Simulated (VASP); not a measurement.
## C: single point with LDA

C, a slab with vacuum:

```
C
1.0
     2.49732    0.00000    0.00000
     0.00000    2.49732    0.00000
     0.00000    0.00000   20.41470
C
6
Cartesian
  1.8730 0.0000 8.0000
  0.6243 0.0000 8.8829
  0.6243 1.2487 9.7659
  1.8730 1.2487 10.6488
  1.8730 0.0000 11.5318
  0.6243 0.0000 12.4147
```

* Program: VASP 6.6.1
* Task: single point
* Functional: LDA
* Potentials or basis: VASP PAW LDA potentials, release 64 (C)
* Cutoff: 520 eV
* k mesh: 10 × 10 × 1
* Occupations: fermi-dirac, width 0.02 eV
* Spin: no spin polarisation
* Dipole correction: yes
* Further INCAR settings: ALGO = Normal; EDIFF = 1e-06; NBANDS = 21

| Item | Value |
| --- | --- |
| Largest force | 2.604 eV/Å |
| Band gap on the k mesh | zero (bands 12 and 13 overlap by 0.49 eV) |

Forces in eV/Å, atoms in the order of the input:
```
C    0.000  0.000  2.365
C    0.000  0.000 -2.604
C    0.000  0.000  0.476
C    0.000  0.000 -0.476
C    0.000  0.000  2.604
C    0.000  0.000 -2.365
```

Levels at points of the mesh, in eV from the Fermi level:
| k point | band 9 | band 10 | band 11 | band 12 | band 13 | band 14 | band 15 | band 16 |
| --- | --- | --- | --- | --- | --- | --- | --- | --- |
| (0.00, 0.00, 0.00) | -2.80 | -0.91 | -0.76 | 0.31 | 3.03 | 4.93 | 5.02 | 5.09 |
| (0.50, 0.00, 0.00) | -2.80 | -2.80 | -1.09 | -1.09 | 4.45 | 4.45 | 8.47 | 8.47 |
| (0.00, 0.50, 0.00) | -2.20 | -2.07 | -1.47 | -0.02 | 0.09 | 0.82 | 8.53 | 9.39 |
| (0.50, 0.50, 0.00) | -6.63 | -6.63 | -1.53 | -1.53 | -0.01 | -0.01 | 7.62 | 7.62 |

It took 3.5 min on 1 thread of Intel Xeon 8259CL, on a shared host, peak memory 0.22 GiB.
